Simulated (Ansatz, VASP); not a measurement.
**Two plane-wave programs on SnTe**

```
CELL_PARAMETERS angstrom
0.00000 3.07759 3.07759
3.07759 0.00000 3.07759
3.07759 3.07759 0.00000
ATOMIC_POSITIONS crystal
Sn 0.00000 0.00000 0.00000
Te 0.50000 0.50000 0.50000
```

Change from the starting cell: strain -0.025 along x and y, -0.025 along z, atoms carried along.

Alike in both runs: task single point; functional PBE; k mesh 10 × 10 × 10; occupations gaussian, width 0.03 eV; no spin polarisation.

|  | VASP | Ansatz |
| --- | --- | --- |
| version | VASP 6.6.1 | Ansatz 0.2.0 |
| potentials or method | VASP PAW PBE potentials, release 64 (Sn_d, Te), cutoff 520 eV | scalar-relativistic, plane waves, PAW |
| valence electrons in the cell | 20 | 30 |

|  | VASP | Ansatz | Ansatz less VASP |
| --- | --- | --- | --- |
| gap on the k mesh at the Fermi level (eV) | 0.28 | 0.29 | +0.003 |
| least direct gap on the mesh (eV) | 0.28 | 0.29 | +0.003 |
| pressure (GPa) | 6.4 | 6.4 | +0.01 |

VASP's potentials hold 20 valence electrons a cell and Ansatz's 30, so a difference there can come from the potentials and not from the codes.

Neither program's run includes spin-orbit coupling.
